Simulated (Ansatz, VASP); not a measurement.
# Ga: VASP beside Ansatz

```
CELL_PARAMETERS angstrom
0.00000 2.89648 2.89648
2.89648 0.00000 2.89648
2.89648 2.89648 0.00000
ATOMIC_POSITIONS crystal
Ga 0.12500 0.12500 0.12500
Ga 0.87500 0.87500 0.87500
```

Alike in both runs: task single point; functional BLYP; k mesh 10 × 10 × 10; occupations fermi-dirac, width 0.1 eV; no spin polarisation.

```csv
,VASP,Ansatz
version,VASP 6.6.1,Ansatz 0.2.0
potentials or method,"VASP PAW PBE potentials, release 64 (Ga_d), cutoff 520 eV","plane waves (420 eV) with PAW, scalar-relativistic"
valence electrons in the cell,26,26
```

VASP gave:

| Quantity | Value |
| --- | --- |
| pressure (GPa) | 4.8 |

Q: Estimate Ansatz's values.

A: Pressure (GPa): 4.7.

VASP's potentials were made for PBE, not for BLYP. With one functional, cell and mesh, what is left measures potentials, basis and numerics.
